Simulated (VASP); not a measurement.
The system is Tl2Te2O.

```
Tl Te O
1.0
     4.12109    0.00000    0.00000
    -2.06054    3.56896    0.00000
     0.00000    0.00000    9.90233
Tl Te O
2 2 1
Direct
  0.66667 0.33333 0.09263
  0.33333 0.66667 0.90737
  0.33333 0.66667 0.33078
  0.66667 0.33333 0.66922
  0.00000 0.00000 0.00000
```

| Item | Value |
| --- | --- |
| Program | VASP 6.6.1 |
| Task | relaxation of cell and atoms |
| Functional | PBE |
| Dispersion | D3(BJ) |
| Potentials or basis | VASP PAW PBE potentials, release 64 (Tl_d, Te, O) |
| Cutoff | 600 eV |
| k mesh | 6 × 6 × 2 |
| Occupations | gaussian, width 0.1 eV |
| Spin | no spin polarisation |

At the start: pressure -2.6 GPa; volume 29.13 Å³/atom.

Q: Where does the relaxation end?

A: Over 18 steps the energy falls by 379.6 meV/atom and the volume is 23.73 Å³/atom (-18.5 %); space group P-3m1 (No. 164, to 0.1 Å) before and after.

Step by step:
| step | energy change (eV) | largest force (eV/Å) | pressure (GPa) | volume (Å³) |
| --- | --- | --- | --- | --- |
| 1 | 0.0000 | 2.0510 | -2.57 | 145.64 |
| 2 | -0.5408 | 1.7131 | -1.08 | 135.98 |
| 3 | -0.9506 | 0.9298 | 3.98 | 121.55 |
| 4 | -1.2380 | 0.8247 | 0.62 | 126.02 |
| 5 | -1.2582 | 0.8108 | -0.26 | 127.62 |
| 6 | -1.3502 | 0.7140 | -0.78 | 127.42 |
| 7 | -1.5413 | 0.4816 | -1.76 | 126.63 |
| 8 | -1.7391 | 0.6623 | -0.84 | 124.34 |
| 9 | -1.8460 | 0.4546 | 0.98 | 119.56 |
| 10 | -1.8463 | 0.4433 | 1.10 | 119.34 |
| 11 | -1.8507 | 0.2931 | -1.04 | 123.25 |
| 12 | -1.8675 | 0.1728 | -0.10 | 121.36 |
| 13 | -1.8761 | 0.1304 | -0.17 | 120.89 |
| 14 | -1.8945 | 0.0192 | -0.17 | 119.46 |
| 15 | -1.8553 | 0.3963 | 0.67 | 116.51 |
| 16 | -1.8964 | 0.0587 | -0.06 | 118.99 |
| 17 | -1.8955 | 0.0811 | 0.44 | 118.20 |
| 18 | -1.8978 | 0.0028 | 0.15 | 118.66 |

Final structure:
```
Tl Te O
1.0
     3.52413    0.00000    0.00000
    -1.76206    3.05199    0.00000
     0.00000    0.00000   11.03222
Tl Te O
2 2 1
Direct
  0.66667 0.33333 0.13785
  0.33333 0.66667 0.86215
  0.33333 0.66667 0.38657
  0.66667 0.33333 0.61343
  0.00000 0.00000 0.00000
```

Caveat: the volume moved by over 15 % at a fixed basis, so the end points are rough.
